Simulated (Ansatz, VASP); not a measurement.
# One calculation of Hf, two programs

```
Hf
1.0
    -1.78865    1.78865    1.78865
     1.78865   -1.78865    1.78865
     1.78865    1.78865   -1.78865
Hf
1
Cartesian
  0.0000 0.0000 0.0000
```

Alike in both runs: task single point; functional PBE; k mesh 16 × 16 × 16; occupations gaussian, width 0.1 eV; no spin polarisation.

```csv
,VASP,Ansatz
version,VASP 6.6.1,Ansatz 0.2.0
potentials or method,"VASP PAW PBE potentials, release 64 (Hf_pv), cutoff 520 eV","scalar-relativistic, plane waves, PAW"
valence electrons in the cell,10,26
```

|  | VASP | Ansatz | Ansatz less VASP |
| --- | --- | --- | --- |
| gap on the k mesh at the Fermi level (eV) | none | none | - |
| pressure (GPa) | -3.0 | -2.7 | +0.34 |

A gap of «none» marks a metal or a gap that the smearing closes. The functional is the same, so the differences come from potentials, cutoffs and numerics. VASP's potentials hold 10 valence electrons a cell and Ansatz's 26, so a difference there can come from the potentials and not from the codes.

Neither program's run includes spin-orbit coupling.
